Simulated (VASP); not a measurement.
Set up this calculation in VASP 6.6.1, as the native input.

| Quantity | Value |
| --- | --- |
| Task | single point |
| Functional | PBE |
| Potentials or basis | VASP PAW PBE potentials, release 64 (Cs_sv, Pb_d, Cl) |
| Cutoff | 520 eV |
| k mesh | 6 × 6 × 6 |
| Occupations | gaussian, width 0.05 eV |
| Spin | no spin polarisation |
| Dipole correction | no |
| Further INCAR settings | ALGO = Normal; EDIFF = 1e-06; NBANDS = 30 |

The structure of CsPbCl3 lies in POSCAR:

```
CsPbCl3
1.0
    5.6815788331      0.6831223817      0.6831223817
    0.6831223817      5.6815788331      0.6831223817
    0.6831223817      0.6831223817      5.6815788331
Cs Pb Cl
1 1 3
Direct
    0.0000000000      0.0000000000      0.0000000000
    0.5000000000      0.5000000000      0.5000000000
    0.0000000000      0.5000000000      0.5000000000
    0.5000000000      0.0000000000      0.5000000000
    0.5000000000      0.5000000000      0.0000000000
```

This cell differs from its parent crystal: ratio of the length along [111] to the lengths across it x 1.41, volume and fractional coordinates fixed.

These files were run (other wordings do the same):

INCAR

```
PREC     = Accurate       # precision mode
ENCUT    = 520            # plane-wave cutoff, eV
EDIFF    = 1E-6           # SCF threshold, eV
ISMEAR   = 0              # smearing method
SIGMA    = 0.05           # smearing width, eV
LREAL    = F              # projectors in reciprocal space
LASPH    = T              # aspherical terms in the spheres
NELM     = 80             # most SCF steps
ALGO     = Normal         # electronic algorithm
ISIF     = 2              # what is computed and relaxed
LWAVE    = F              # write WAVECAR
LCHARG   = F              # write CHGCAR
GGA      = PE             # functional
NBANDS   = 30             # bands
```

KPOINTS

```
regular mesh
0
Gamma
  6 6 6
```

Potentials or basis: VASP PAW PBE potentials, release 64 (Cs_sv, Pb_d, Cl).

Launch:

```bash
$ cat potpaw_PBE.64/Cs_sv/POTCAR potpaw_PBE.64/Pb_d/POTCAR potpaw_PBE.64/Cl/POTCAR > POTCAR
$ mpirun -np 1 vasp_std > vasp.out
```

Results of the run:

```json
{"Pressure": "1.3 GPa", "Band gap on the k mesh": "1.96 eV"}
```

Caveat: spin-orbit coupling is left out, which moves the levels of the heavy elements.

Wall time 5.5 min on 1 thread of Oxide Virtual Turin-like Processor, on a shared host, peak memory 0.38 GiB.
